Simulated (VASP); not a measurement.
Cu, 2 atoms in the cell. It takes space group Fd-3m (No. 227, cubic). The conventional cell has a = 5.556 Å, b = 5.556 Å, c = 5.556 Å, α = 90.00°, β = 90.00°, γ = 90.00°. Cu (site symmetry -43m) has 4 Cu at 2.41 Å within 3.2 Å.  This cell differs from its parent crystal: volume scaled by 1.12.

- Program: VASP 6.6.1
- Task: single point
- Functional: PBE
- Potentials or basis: VASP PAW PBE potentials, release 64 (Cu)
- Cutoff: 520 eV
- k mesh: 12 × 12 × 12
- Occupations: fermi-dirac, width 0.1 eV
- Spin: no spin polarisation
- Dipole correction: no
- Further INCAR settings: ALGO = Normal; EDIFF = 1e-07; NBANDS = 18

Potentials or basis: VASP PAW PBE potentials, release 64 (Cu).

The run is started by

```sh
$ cat potpaw_PBE.64/Cu/POTCAR > POTCAR
$ mpirun -np 1 vasp_std > vasp.out
```

Hardware: 1 thread of Intel Xeon 8259CL, on a shared host.

Q: Estimate the wall time of this run.

A: Run time: 110 s on 1 thread of Intel Xeon 8259CL (shared host), peak memory 0.19 GiB. Counts: scf iterations 13, k points 72.
